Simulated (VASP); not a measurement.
Input of a VASP 6.6.1 run:

Contents of INCAR:

```
SYSTEM = Pt
ALGO     = Normal         ! electronic algorithm
EDIFF    = 1E-6           ! SCF threshold, eV
EDIFFG   = -0.01          ! ionic threshold
ENCUT    = 600            ! plane-wave cutoff, eV
GGA      = PE             ! functional
IBRION   = 2              ! ionic algorithm
ISIF     = 3              ! what is computed and relaxed
ISMEAR   = -1             ! smearing method
LASPH    = .True.         ! aspherical terms in the spheres
LCHARG   = .False.        ! write CHGCAR
LREAL    = .False.        ! projectors in reciprocal space
LWAVE    = .False.        ! write WAVECAR
NELM     = 60             ! most SCF steps
NSW      = 80             ! ionic steps
PREC     = Accurate       ! precision mode
SIGMA    = 0.1            ! smearing width, eV
```

KPOINTS

```
k-points
0
Gamma
  5 5 5
  0 0 0
```

POSCAR

```
Pt
1.0
    4.9427962708      0.0000000000      0.0000000000
    0.0000000000      4.9427962708      0.0000000000
    0.0000000000      0.0000000000      4.9427962708
Pt
8
Direct
    0.0000000000      0.0000000000      0.0000000000
    0.5000000000      0.5000000000      0.5000000000
    0.2500000000      0.0000000000      0.5000000000
    0.7500000000      0.0000000000      0.5000000000
    0.5000000000      0.2500000000      0.0000000000
    0.5000000000      0.7500000000      0.0000000000
    0.0000000000      0.5000000000      0.2500000000
    0.0000000000      0.5000000000      0.7500000000
```

Potentials or basis: VASP PAW PBE potentials, release 64 (Pt).

Run with:

```console
$ cat potpaw_PBE.64/Pt/POTCAR > POTCAR
$ mpirun -np 1 vasp_std > vasp.out
```

(1) Predict the relaxed cell.

(2) What does it give for the band gap on the k mesh?

(3) Predict the relaxed volume.

Answers

(1) a = 5.063 Å, b = 5.063 Å, c = 5.063 Å, α = 90.00°, β = 90.00°, γ = 90.00°.

(2) zero (bands 40 and 41 overlap by 0.40 eV).

(3) 16.22 Å³/atom.

Caveat: spin-orbit coupling is left out, which moves the levels of the heavy elements.
